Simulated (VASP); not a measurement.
BAs: single point with PBE

BAs:

```
B As
1.0
     0.00000    2.38850    2.43627
     2.38850    0.00000    2.43627
     2.38850    2.38850    0.00000
B As
1 1
Direct
  0.00000 0.00000 0.00000
  0.75000 0.75000 0.75000
```

This cell differs from its parent crystal: zz strain of +2 %.

```yaml
Program: VASP 6.6.1
Task: single point
Functional: PBE
Potentials_or_basis: VASP PAW PBE potentials, release 64 (B, As)
Cutoff: 520 eV
k_mesh: 15 × 15 × 15
Occupations: fermi-dirac, width 0.03 eV
Spin: no spin polarisation
Dipole_correction: no
Further_INCAR_settings: ALGO = Normal; EDIFF = 1e-06; NBANDS = 11
```

The pressure is 0.6 GPa and the band gap on the k mesh is 1.05 eV, indirect (least direct gap 3.15 eV).

Stress tensor (GPa, compression positive):
```
 2.02  0.00  0.00
 0.00  2.02  0.00
 0.00  0.00 -2.11
```

Levels at points of the mesh, in eV from the valence-band top:
```
           k point  band 1  band 2  band 3  band 4  band 5  band 6  band 7  band 8
(0.00, 0.00, 0.00)  -15.29   -0.19    0.00    0.00    3.15    3.15    3.27    4.37
```

Wall time 76 s on 1 thread of Intel(R) Xeon(R) 6975P-C (Granite Rapids) (shared host), peak memory 0.23 GiB.

Caveat: the cell differs from its parent crystal (zz strain of +2 %). A k mesh can miss the band edges.
